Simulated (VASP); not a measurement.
# LiCl (I4/mmm) in VASP: a series of runs

Runs on LiCl. Level: r2SCAN. Tasks: single point.

Everything below comes from runs of VASP 6.6.1. Logs are shortened: lines on timing, memory, paths and dates and some standing lists are left out, and cuts for length are marked.

## 1. The cell of the first run

It takes space group I4/mmm (No. 139, tetragonal). The conventional cell has a = 3.518 Å, b = 3.518 Å, c = 5.206 Å, α = 90.00°, β = 90.00°, γ = 90.00°. Li (site symmetry 4/mmm) has 6 Cl at 2.49 to 2.60 Å within 3.3 Å. Cl (site symmetry 4/mmm) has 6 Li at 2.49 to 2.60 Å within 3.3 Å.

## 2. Single point, r2SCAN (strain -0.030 along x and y, +0.015 along z)

The input, POSCAR:

```
LiCl
1.0
    0.0000000000      2.4878172000      2.6032314000
    2.4878172000      0.0000000000      2.6032314000
    2.4878172000      2.4878172000      0.0000000000
Li Cl
1 1
Direct
    0.0000000000      0.0000000000      0.0000000000
    0.5000000000      0.5000000000      0.5000000000
```

The input, INCAR.step1:

```
SYSTEM = LiCl
  ALGO = Normal
  EDIFF = 1E-4
  ENCUT = 520
  GGA = PE
  ISMEAR = 0
  LASPH = .TRUE.
  LCHARG = .FALSE.
  LREAL = .FALSE.
  LWAVE = .TRUE.
  NBANDS = 12
  NELM = 100
  PREC = Accurate
  SIGMA = 0.05
```

The input, INCAR.step2:

```
SYSTEM = LiCl
  ALGO = Normal
  EDIFF = 1E-7
  ENCUT = 520
  ISIF = 2
  ISMEAR = 0
  ISTART = 1
  LASPH = .TRUE.
  LCHARG = .FALSE.
  LMIXTAU = .TRUE.
  LREAL = .FALSE.
  LWAVE = .FALSE.
  METAGGA = R2SCAN
  NBANDS = 12
  NELM = 100
  PREC = Accurate
  SIGMA = 0.05
```

The input, KPOINTS:

```
k-points
0
G
  8 8 8
  0 0 0
```

Potentials or basis: VASP PAW PBE potentials, release 64 (Li_sv, Cl).

Started as:

```console
cat potpaw_PBE.64/Li_sv/POTCAR potpaw_PBE.64/Cl/POTCAR > POTCAR
cp INCAR.step1 INCAR
mpirun -np 1 vasp_std > vasp.out
cp INCAR.step2 INCAR
mpirun -np 1 vasp_std > vasp.out
```

OUTCAR:

```text
SYSTEM = LiCl
   EDIFF = 1E-7
   ENCUT = 520
   ISIF = 2
   ISMEAR = 0
   ISTART = 1
   LASPH = .TRUE.
   LREAL = .FALSE.
   METAGGA = R2SCAN
   NELM = 100
   PREC = Accurate

 ion  position               nearest neighbor table
   1  0.000  0.000  0.000-   2 2.49   2 2.49   2 2.49   2 2.49   2 2.60   2 2.60
   2  0.500  0.500  0.500-   1 2.49   1 2.49   1 2.49   1 2.49   1 2.60   1 2.60

  LATTYP: Found a body centered tetragonal cell.
 ALAT       =     3.5183048249
 C/A-ratio  =     1.4798214081

  Lattice vectors:

 A1 = (  -2.4878172000,   0.0000000000,   2.6032314000)
 A2 = (   2.4878172000,   0.0000000000,   2.6032314000)
 A3 = (   0.0000000000,   2.4878172000,  -2.6032314000)

Analysis of symmetry for initial positions (statically):
=====================================================================
 Subroutine PRICEL returns:
 Original cell was already a primitive cell.

 Routine SETGRP: Setting up the symmetry group for a
 body centered tetragonal supercell.

 Subroutine GETGRP returns: Found 16 space group operations
 (whereof 16 operations were pure point group operations)
 out of a pool of 16 trial point group operations.

The static configuration has the point symmetry D_4h.

Analysis of symmetry for dynamics (positions and initial velocities):
=====================================================================
 Subroutine PRICEL returns:
 Original cell was already a primitive cell.

 Routine SETGRP: Setting up the symmetry group for a
 body centered tetragonal supercell.

 Subroutine GETGRP returns: Found 16 space group operations
 (whereof 16 operations were pure point group operations)
 out of a pool of 16 trial point group operations.

The dynamic configuration has the point symmetry D_4h.

 Subroutine INISYM returns: Found 16 space group operations
 (whereof 16 operations are pure point group operations),
 and found     1 'primitive' translations

----------------------------------------------------------------------------------------

                                     Primitive cell

  volume of cell :      32.2240

  direct lattice vectors                    reciprocal lattice vectors
     0.000000000  2.487817200  2.603231400    -0.200979397  0.200979397  0.192068980
     2.487817200  0.000000000  2.603231400     0.200979397 -0.200979397  0.192068980
     2.487817200  2.487817200  0.000000000     0.200979397  0.200979397 -0.192068980

  length of vectors
     3.600839922  3.600839922  3.518304825     0.343039253  0.343039253  0.343039253

  position of ions in fractional coordinates (direct lattice)
     0.000000000  0.000000000  0.000000000
     0.500000000  0.500000000  0.500000000

  ion indices of the primitive-cell ions
   primitive index   ion index
                 1           1
                 2           2

----------------------------------------------------------------------------------------

 KPOINTS: k-points

Automatic generation of k-mesh.
 Grid dimensions read from file:
 generate k-points for:    8    8    8

 Generating k-lattice:

  Cartesian coordinates                     Fractional coordinates (reciprocal lattice)
    -0.025122425  0.025122425  0.024008623     0.125000000 -0.000000000  0.000000000
     0.025122425 -0.025122425  0.024008623    -0.000000000  0.125000000  0.000000000
     0.025122425  0.025122425 -0.024008623     0.000000000  0.000000000  0.125000000

  Length of vectors
     0.042879907  0.042879907  0.042879907

  Shift w.r.t. Gamma in fractional coordinates (k-lattice)
     0.000000000  0.000000000  0.000000000

 Subroutine IBZKPT returns following result:
 ===========================================

 Found     59 irreducible k-points:

 Following reciprocal coordinates:
            Coordinates               Weight
  0.000000  0.000000  0.000000      1.000000
  0.125000  0.000000  0.000000      8.000000
  0.250000  0.000000  0.000000      8.000000
  0.375000 -0.000000  0.000000      8.000000
  0.500000  0.000000  0.000000      4.000000
  0.125000  0.125000  0.000000      2.000000
[... 16 lines left out ...]
  0.250000  0.000000  0.125000     16.000000
  0.375000 -0.000000  0.125000     16.000000
 [... further k-points ...]
   k-points           NKPTS =     59   k-points in BZ     NKDIM =     59   number of bands    NBANDS=     12
   number of dos      NEDOS =    301   number of ions     NIONS =      2
   total plane-waves  NPLWV =  21952
   dimension x,y,z NGX =    28 NGY =   28 NGZ =   28
   dimension x,y,z NGXF=    56 NGYF=   56 NGZF=   56
   ions per type =               1   1
   NGX,Y,Z   is equivalent  to a cutoff of  12.93, 12.93, 13.23 a.u.
   NGXF,Y,Z  is equivalent  to a cutoff of  25.85, 25.85, 26.46 a.u.
 SYSTEM =  LiCl
   PREC   = accura    normal or accurate (medium, high low for compatibility)
   ISTART =      1    job   : 0-new  1-cont  2-samecut
   ICHARG =      0    charge: 1-file 2-atom 10-const
   ISPIN  =      1    spin polarized calculation?
   LNONCOLLINEAR =      F non collinear calculations
   LSORBIT =      F    spin-orbit coupling
   LASPH  =      T    aspherical Exc in radial PAW
   ENCUT  =  520.0 eV  38.22 Ry    6.18 a.u.   6.70  6.70  6.54*2*pi/ulx,y,z
   NELM   =    100;   NELMIN=  2; NELMDL=  0     # of ELM steps
   EDIFF  = 0.1E-06   stopping-criterion for ELM
   LREAL  =      F    real-space projection
   EDIFFG = 0.1E-05   stopping-criterion for IOM
   NSW    =      0    number of steps for IOM
   IBRION =     -1    ionic relax: 0-MD 1-quasi-New 2-CG
   NFREE  =      0    steps in history (QN), initial steepest desc. (CG)
   ISIF   =      2    stress and relaxation
   ISYM   =      2    0-nonsym 1-usesym 2-fastsym
   POTIM  = 0.5000    time-step for ionic-motion
   TEBEG  =    0.0;   TEEND  =   0.0 temperature during run
   PSTRESS=    0.0 pullay stress
   NELECT =      10.0000    total number of electrons
   NUPDOWN=      -1.0000    fix difference up-down
   EMIN   =  10.00;   EMAX   =-10.00  energy-range for DOS
   EFERMI =   0.00;   METHOD = LEGACY
   ISMEAR =     0;   SIGMA  =   0.05  broadening in eV -4-tet -1-fermi 0-gaus
   EFERMI_NEDOS =   21; number of points for ismear=-14 and -15
   IALGO  =     38    algorithm
   IMIX   =      4    mixing-type and parameters
     AMIX     =   0.40;   BMIX     =  1.00
     AMIX_MAG =   1.60;   BMIX_MAG =  1.00
  volume/ion in A,a.u.               =      16.11       108.73
  Fermi-wavevector in a.u.,A,eV,Ry     =   1.108362  2.094500 16.714297  1.228466
  Thomas-Fermi vector in A             =   2.244888
   LORBIT       =      0    0 simple, 1 ext, 2 COOP (PROOUT), +10 PAW based schemes
   METAGGA = R2SCAN    functional components
   LHFCALC =     F    Hartree Fock is set to
   AEXX    =    0.0000 exact exchange contribution
   IVDW    =     0    specifies the selected vdW correction
   LEPSILON=     F    determine dielectric tensor
   LRPA    =     F    only Hartree local field effects (RPA)
 non-spin polarized calculation
 Gauss-broadening in eV      SIGMA  =   0.05
  energy-cutoff  :      520.00
  volume of cell :       32.22
 maximum number of plane-waves:       901
   NGX = 13   NGY = 13   NGZ = 13

 number of electron       9.9999996 magnetization

 Free energy of the ion-electron system (eV)
  ---------------------------------------------------
  ext. energy  EPLUGINS =         0.00000000
  ---------------------------------------------------
  free energy    TOTEN  =       -12.57989431 eV

  energy without entropy =      -12.57989431  energy(sigma->0) =      -12.57989431

 E-fermi :   0.8767     XC(G=0):  -9.3747

 val. band max:        0.6150459654   @ k =   0.0000   0.0000   0.0000
 cond. band min:       8.1225432923   @ k =   0.5000   0.0000   0.0000
 fundamental gap:      7.5074973269
 Fermi energy:         0.8766570111

 k-point     1 :       0.0000    0.0000    0.0000
  band No.  band energies     occupation
      1     -44.2017      2.00000
      2     -13.6104      2.00000
      3       0.5042      2.00000
      4       0.5042      2.00000
      5       0.6150      2.00000
      6       8.1446      0.00000
      7      12.9831      0.00000
      8      13.3919      0.00000
      9      13.3920      0.00000
     10      15.6826      0.00000
     11      16.0500      0.00000
     12      16.4108      0.00000

 k-point     2 :       0.1250    0.0000    0.0000
  band No.  band energies     occupation
      1     -44.2011      2.00000
      2     -13.5253      2.00000
      3      -0.0166      2.00000
      4       0.4736      2.00000
      5       0.5207      2.00000
      6       8.5918      0.00000
      7      12.5239      0.00000
      8      13.0296      0.00000
      9      13.4655      0.00000
     10      14.4941      0.00000
     11      14.8245      0.00000
     12      17.1019      0.00000

 k-point     3 :       0.2500    0.0000    0.0000
  band No.  band energies     occupation
      1     -44.1998      2.00000
      2     -13.3078      2.00000
      3      -1.1423      2.00000
      4       0.3716      2.00000
      5       0.4043      2.00000
      6       8.8240      0.00000
      7      11.9033      0.00000
      8      12.3997      0.00000
      9      12.6639      0.00000
     10      15.4442      0.00000
     11      15.4488      0.00000
     12      17.7414      0.00000
[... 286 lines left out ...]
 k-point    23 :       0.2500    0.0000    0.1250
  band No.  band energies     occupation
      1     -44.1999      2.00000
      2     -13.3135      2.00000
      3      -0.8444      2.00000
      4       0.1349      2.00000
      5       0.2690      2.00000
      6       9.4860      0.00000
      7      11.6157      0.00000
      8      11.9320      0.00000
      9      13.0299      0.00000
     10      14.2711      0.00000
     11      16.4066      0.00000
     12      18.3525      0.00000

 k-point    24 :       0.3750   -0.0000    0.1250
  band No.  band energies     occupation
      1     -44.1987      2.00000
      2     -13.0754      2.00000
      3      -1.8276      2.00000
      4       0.0372      2.00000
      5       0.0652      2.00000
      6       9.1466      0.00000
      7      11.0753      0.00000
      8      12.0451      0.00000
      9      12.7500      0.00000
     10      15.9805      0.00000
     11      18.0128      0.00000
     12      19.2138      0.00000

 [... further k-points ...]

------------------------ aborting loop because EDIFF is reached ----------------------------------------

  FORCE on cell =-STRESS in cart. coord.  units (eV):
  Direction    XX          YY          ZZ          XY          YZ          ZX
  --------------------------------------------------------------------------------------
  -------------------------------------------------------------------------------------
  Total        0.3426832      0.3426832     -0.0631237      0.0000000      0.0000000      0.0000000
  in kB       17.0382014     17.0382014     -3.1385103      0.0000000      0.0000000      0.0000000
  external PRESSURE =      10.3126309 kB  Pullay stress =       0.0000000 kB

 VOLUME and BASIS-vectors are now :
 -----------------------------------------------------------------------------
  energy-cutoff  :      520.00
  volume of cell :       32.22
      direct lattice vectors                 reciprocal lattice vectors
     0.000000000  2.487817200  2.603231400    -0.200979397  0.200979397  0.192068980
     2.487817200  0.000000000  2.603231400     0.200979397 -0.200979397  0.192068980
     2.487817200  2.487817200  0.000000000     0.200979397  0.200979397 -0.192068980

 POSITION                                       TOTAL-FORCE (eV/Angst)
 -----------------------------------------------------------------------------------
      0.00000      0.00000      0.00000         0.000000     -0.000000      0.000000
      2.48782      2.48782      2.60323        -0.000000      0.000000      0.000000
 -----------------------------------------------------------------------------------
    total drift:                                0.000000      0.000000      0.000000

  FREE ENERGIE OF THE ION-ELECTRON SYSTEM (eV)
  ---------------------------------------------------
  free  energy   TOTEN  =       -12.5798943138 eV

  energy  without entropy=      -12.5798943138  energy(sigma->0) =      -12.57989431
```

Run time: 88 s. Hardware: 1 thread of AMD EPYC 7R13 (Zen 3), shared host; peak memory 0.13 GiB.

What came out:

```
Free energy            : -12.5799 eV
Band gap on the k mesh : 7.51 eV (least direct gap 7.53 eV)
```

Levels at points of the mesh, in eV from the valence-band top:
| k point | band 1 | band 2 | band 3 | band 4 | band 5 | band 6 | band 7 | band 8 | band 9 | band 10 |
| --- | --- | --- | --- | --- | --- | --- | --- | --- | --- | --- |
| (0.00, 0.00, 0.00) | -44.82 | -14.23 | -0.11 | -0.11 | 0.00 | 7.53 | 12.37 | 12.78 | 12.78 | 15.07 |
| (0.50, 0.00, 0.00) | -44.81 | -13.58 | -3.10 | -0.43 | -0.30 | 7.51 | 10.10 | 10.46 | 14.65 | 17.95 |
| (0.50, 0.50, 0.00) | -44.81 | -13.36 | -3.22 | -1.18 | -1.18 | 8.93 | 8.94 | 13.49 | 16.00 | 16.00 |
| (0.50, 0.00, 0.50) | -44.81 | -13.26 | -3.22 | -1.50 | -1.17 | 8.72 | 8.80 | 14.17 | 15.12 | 16.17 |

Caveat: the cell differs from its parent crystal (strain -0.030 along x and y, +0.015 along z); the cutoff is under 1.25 times the usual one of these potentials, so pressure, stress and relaxed cells hold a basis-set (Pulay) error; the PAW data sets were made with another functional, which shifts forces and pressure a little.

## 3. Single point, r2SCAN (strain -0.030 along x and y, +0.030 along z)

The input, POSCAR:

```
LiCl
1.0
    0.0000000000      2.4878172000      2.6417028000
    2.4878172000      0.0000000000      2.6417028000
    2.4878172000      2.4878172000      0.0000000000
Li Cl
1 1
Direct
    0.0000000000      0.0000000000      0.0000000000
    0.5000000000      0.5000000000      0.5000000000
```

The input, INCAR.step1:

```
SYSTEM = LiCl
  PREC = Accurate
  ENCUT = 520
  ISMEAR = 0
  SIGMA = 0.05
  LREAL = .False.
  LASPH = .True.
  NELM = 60
  NBANDS = 12
  GGA = PE
  ALGO = Normal
  EDIFF = 1E-4
  LWAVE = .True.
  LCHARG = .False.
```

The input, INCAR.step2:

```
SYSTEM = LiCl
  PREC = Accurate
  ENCUT = 520
  EDIFF = 1E-7
  ISMEAR = 0
  SIGMA = 0.05
  LREAL = .False.
  LASPH = .True.
  NELM = 60
  ALGO = Normal
  ISIF = 2
  LWAVE = .False.
  LCHARG = .False.
  METAGGA = R2SCAN
  LMIXTAU = .True.
  NBANDS = 12
  ISTART = 1
```

The input, KPOINTS:

```
Automatic mesh
0
Gamma
  8 8 8
  0 0 0
```

Potentials or basis: VASP PAW PBE potentials, release 64 (Li_sv, Cl).

Started as:

```console
cat potpaw_PBE.64/Li_sv/POTCAR potpaw_PBE.64/Cl/POTCAR > POTCAR
cp INCAR.step1 INCAR
mpirun -np 1 vasp_std > vasp.out
cp INCAR.step2 INCAR
mpirun -np 1 vasp_std > vasp.out
```

Wall time 97 s (1 thread of AMD EPYC 7R13 (Zen 3), shared host); peak memory 0.13 GiB.

It converged, with:

- Free energy: -12.5782 eV
- Band gap on the k mesh: 7.41 eV

Levels at points of the mesh, in eV from the valence-band top:
| k point | band 2 | band 3 | band 4 | band 5 | band 6 | band 7 | band 8 | band 9 |
| --- | --- | --- | --- | --- | --- | --- | --- | --- |
| (0.00, 0.00, 0.00) | -14.18 | -0.14 | -0.14 | 0.00 | 7.41 | 12.27 | 12.81 | 12.81 |
| (0.50, 0.00, 0.00) | -13.56 | -3.06 | -0.46 | -0.29 | 7.47 | 10.04 | 10.50 | 14.45 |
| (0.50, 0.50, 0.00) | -13.37 | -3.17 | -1.13 | -1.13 | 8.92 | 9.00 | 13.21 | 15.95 |
| (0.50, 0.00, 0.50) | -13.24 | -3.17 | -1.54 | -1.13 | 8.72 | 8.74 | 14.09 | 14.80 |

Caveat: the cell differs from its parent crystal (strain -0.030 along x and y, +0.030 along z); the cutoff is under 1.25 times the usual one of these potentials, so pressure, stress and relaxed cells hold a basis-set (Pulay) error; the PAW data sets were made with another functional, which shifts forces and pressure a little. A k mesh can miss the band edges.
